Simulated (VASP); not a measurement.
TiSi2, 6 atoms in the cell. It takes space group Cmcm (No. 63, orthorhombic). Conventional cell: a = 3.738 Å, b = 13.190 Å, c = 3.771 Å, α = 90.00°, β = 90.00°, γ = 90.00°. Ti (site symmetry m2m) has 10 Si at 2.69 to 2.84 Å and 6 Ti at 3.31 to 3.77 Å within 3.8 Å. Within 3.2 Å of Si (site symmetry m2m) lie 6 Si at 2.45 to 3.15 Å and 6 Ti at 2.72 to 2.84 Å. Within 3.5 Å of Si (site symmetry m2m) lie 8 Si at 2.66 to 3.15 Å and 4 Ti at 2.69 to 2.70 Å. 

| Quantity | Value |
| --- | --- |
| Program | VASP 6.6.1 |
| Task | single point |
| Functional | PBE |
| Potentials or basis | VASP PAW PBE potentials, release 64 (Ti_sv, Si) |
| Cutoff | 520 eV |
| k mesh | 12 × 12 × 12 |
| Occupations | gaussian, width 0.15 eV |
| Spin | no spin polarisation |
| Dipole correction | no |
| Further INCAR settings | ALGO = Normal; EDIFF = 1e-07; NBANDS = 29 |

Potentials or basis: VASP PAW PBE potentials, release 64 (Ti_sv, Si).

Run with:

```bash
$ cat potpaw_PBE.64/Ti_sv/POTCAR potpaw_PBE.64/Si/POTCAR > POTCAR
$ mpirun -np 1 vasp_std > vasp.out
```

Hardware: 1 thread of Intel(R) Xeon(R) Platinum 8488C (Sapphire Rapids) (shared host).

How long does it take, and how much memory?

It took 19 min on 1 thread of Intel(R) Xeon(R) Platinum 8488C (Sapphire Rapids) (shared host), peak memory 0.76 GiB. Counts: scf iterations 16, k points 301.
